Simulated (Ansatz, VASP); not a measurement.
Two plane-wave programs on P

The input INCAR:

```
  PREC = Accurate
  ENCUT = 500
  EDIFF = 1E-6
  ISMEAR = 0
  SIGMA = 0.15
  LREAL = False
  LASPH = True
  NELM = 120
  ALGO = Normal
  ISIF = 2
  LWAVE = False
  LCHARG = False
  GGA = PS
  NBANDS = 8
  GGA_COMPAT = False
```

The input KPOINTS:

```
regular mesh
0
Gamma
  12 12 12
```

The input POSCAR:

```
P
1.0
    4.1447177117      0.0000000000      0.0000000000
    0.0000000000      4.1447177117      0.0000000000
    0.0000000000      0.0000000000      4.3123300000
P
1
Direct
    0.0000000000      0.0000000000      0.0000000000
```

Input for Ansatz:

```yaml
crystal:
  lattice:
    - [4.1447177117, 0.0, 0.0]
    - [0.0, 4.1447177117, 0.0]
    - [0.0, 0.0, 4.31233]
  atoms:
    - { symbol: P, position: [0.0, 0.0, 0.0] }
basis:
  ecutwfc: 420
kpoints:
  mp_grid: { grid: [12, 12, 12] }
hamiltonian:
  xc: pbesol
scf:
  occupations: { method: gaussian, width: 0.15 }
output:
  forces: true
  stress: true
  eigenvalues: true
  write_density: true
  write_potential: true
  elf: true
  volumetric_format: npy
```

Change from the starting cell: strain -0.030 along x and y, -0.015 along z, atoms carried along.

Alike in both runs: task single point; functional PBEsol; k mesh 12 × 12 × 12; occupations gaussian, width 0.15 eV; no spin polarisation.

```csv
,VASP,Ansatz
version,VASP 6.6.1,Ansatz 0.2.0
potentials or method,"VASP PAW PBE potentials, release 64 (P), cutoff 500 eV","scalar-relativistic, plane waves, PAW"
valence electrons in the cell,5,5
```

Ansatz gave:

- gap on the k mesh at the Fermi level (eV): none
- pressure (GPa): -4.5
- traceless stress, the component that is largest in VASP (GPa): 0.50

Estimate VASP's values.

gap on the k mesh at the Fermi level (eV): none; pressure (GPa): -4.6; traceless stress, the component that is largest in VASP (GPa): 0.50.

VASP's potentials were made for PBE, not for PBEsol. A gap of «none» marks a metal or a gap that the smearing closes. With one functional, cell and mesh, what is left measures potentials, basis and numerics.
